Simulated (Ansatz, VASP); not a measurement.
Ru in VASP and in Ansatz

```xyz
2
Lattice="2.6692 0.0000 0.0000 -1.3346 2.3116 0.0000 0.0000 0.0000 4.2240" Properties=species:S:1:pos:R:3 pbc="T T T"
Ru    0.0000    1.5411    1.0560
Ru    1.3346    0.7705    3.1680
```

Change from the starting cell: volume scaled by 0.96, ions relaxed.

Alike in both runs: functional PBE; k mesh 20 × 20 × 11; occupations fermi-dirac, width 0.05 eV; no spin polarisation.

Ansatz relaxed the structure, and its values are those at the end. VASP's run is a single point on that final structure, the one shown.

```csv
,VASP,Ansatz
version,VASP 6.6.1,Ansatz 0.2.0
potentials or method,"VASP PAW PBE potentials, release 64 (Ru_pv)","plane-wave PAW, scalar-relativistic"
plane-wave cutoff (eV),520,420
valence electrons in the cell,28,32
```

VASP gave:

* pressure (GPa): 19.5

Problem. Estimate Ansatz's values.

Solution. Pressure (GPa): 19.6.

VASP's potentials hold 28 valence electrons a cell and Ansatz's 32, so a difference there can come from the potentials and not from the codes. Ansatz's warnings: stress scf threshold loose.
